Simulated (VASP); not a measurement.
Here is a VASP 6.6.1 calculation.

Contents of INCAR:

```
  ALGO = Normal
  EDIFF = 1E-6
  ENCUT = 500
  GGA = CA
  GGA_COMPAT = F
  ISIF = 2
  ISMEAR = 0
  LASPH = T
  LCHARG = F
  LREAL = F
  LWAVE = F
  NBANDS = 36
  NELM = 120
  PREC = Accurate
  SIGMA = 0.01
```

The input KPOINTS:

```
k-points
0
Gamma
  6 6 6
```

POSCAR

```
ZnSiP2
1.0
   -2.6884958316      2.6884958316      5.2338440611
    2.6884958316     -2.6884958316      5.2338440611
    2.6884958316      2.6884958316     -5.2338440611
Zn P Si
2 4 2
Direct
    0.0000000000      0.0000000000      0.0000000000
    0.7500000000      0.2500000000      0.5000000000
    0.3750000000      0.3918255999      0.5168255999
    0.1418255999      0.6250000000      0.0168255999
    0.8750000000      0.8581744001      0.4831744001
    0.6081744001      0.1250000000     -0.0168255999
    0.5000000000      0.5000000000      0.0000000000
    0.2500000000      0.7500000000      0.5000000000
```

Potentials or basis: VASP PAW LDA potentials, release 64 (Zn, P, Si).

Launch:

```bash
$ cat potpaw_LDA.64/Zn/POTCAR potpaw_LDA.64/P/POTCAR potpaw_LDA.64/Si/POTCAR > POTCAR
$ mpirun -np 1 vasp_std > vasp.out
```

What does it give for the pressure?

-2.9 GPa.

Estimate the band gap on the k mesh.

1.19 eV.

Forces on the atoms (eV/Å):
```
Zn   0.000  0.000  0.000
Zn   0.000  0.000  0.000
P   -0.154  0.000  0.000
P    0.000 -0.154  0.000
P    0.154  0.000  0.000
P    0.000  0.154  0.000
Si   0.000  0.000  0.000
Si   0.000  0.000  0.000
```

A k mesh can miss the band edges.
